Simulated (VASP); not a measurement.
**HfH2: single point with r2SCAN**

HfH2:

```
CELL_PARAMETERS angstrom
-1.75180 1.75180 2.19656
1.75180 -1.75180 2.19656
1.75180 1.75180 -2.19656
ATOMIC_POSITIONS crystal
H 0.75000 0.25000 0.50000
H 0.25000 0.75000 0.50000
Hf 0.00000 0.00000 0.00000
```

* Program: VASP 6.6.1
* Task: single point
* Functional: r2SCAN
* Potentials or basis: VASP PAW PBE potentials, release 64 (H, Hf_pv)
* Cutoff: 520 eV
* k mesh: 13 × 13 × 13
* Occupations: fermi-dirac, width 0.1 eV
* Spin: no spin polarisation
* Dipole correction: no
* Further INCAR settings: ALGO = Normal; EDIFF = 1e-06; NBANDS = 13

- Pressure: -6.9 GPa
- Band gap on the k mesh: zero (band 6 reaches 5.84 eV, above the bottom of band 7 at 4.84 eV)

Stress tensor (GPa, compression positive):
```
-6.91  0.00  0.00
 0.00 -6.91  0.00
 0.00  0.00 -6.79
```

Levels at points of the mesh, in eV from the Fermi level:
```
           k point  band 4  band 5  band 6  band 7  band 8  band 9
(0.00, 0.00, 0.00)  -11.86   -1.81   -0.50   -0.50    0.47    1.86
```

Run time: 3 min on 1 thread of Intel(R) Xeon(R) Platinum 8488C (Sapphire Rapids), with other jobs on the host, peak memory 0.22 GiB.

Caveat: the PAW data sets were made with another functional, which shifts forces and pressure a little; spin-orbit coupling is left out, which moves the levels of the heavy elements.
